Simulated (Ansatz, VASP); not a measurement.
**SnO: VASP beside Ansatz**

```
CELL_PARAMETERS angstrom
3.79860 0.00000 0.00000
0.00000 3.79860 0.00000
0.00000 0.00000 4.93762
ATOMIC_POSITIONS crystal
Sn 0.50000 0.00000 0.23825
Sn 0.00000 0.50000 0.76175
O 0.00000 0.00000 0.00000
O 0.50000 0.50000 0.00000
```

Change from the starting cell: z stretched by +2 %, ions relaxed.

Alike in both runs: functional PBE; k mesh 12 × 12 × 10; occupations fermi-dirac, width 0.05 eV; no spin polarisation.

Ansatz relaxed the structure, and its values are those at the end. VASP's run is a single point on that final structure, the one shown.

|  | VASP | Ansatz |
| --- | --- | --- |
| version | VASP 6.6.1 | Ansatz 0.2.0 |
| potentials or method | VASP PAW PBE potentials, release 64 (Sn_d, O) | plane-wave PAW, scalar-relativistic |
| plane-wave cutoff (eV) | 520 | 420 |
| valence electrons in the cell | 40 | 40 |

```tsv
	VASP	Ansatz	Ansatz less VASP
pressure (GPa)	2.9	2.7	-0.22
rms of the force components (eV/Å)	0.035	0.001	-0.0335
```

Ansatz's warnings: stress scf threshold loose.
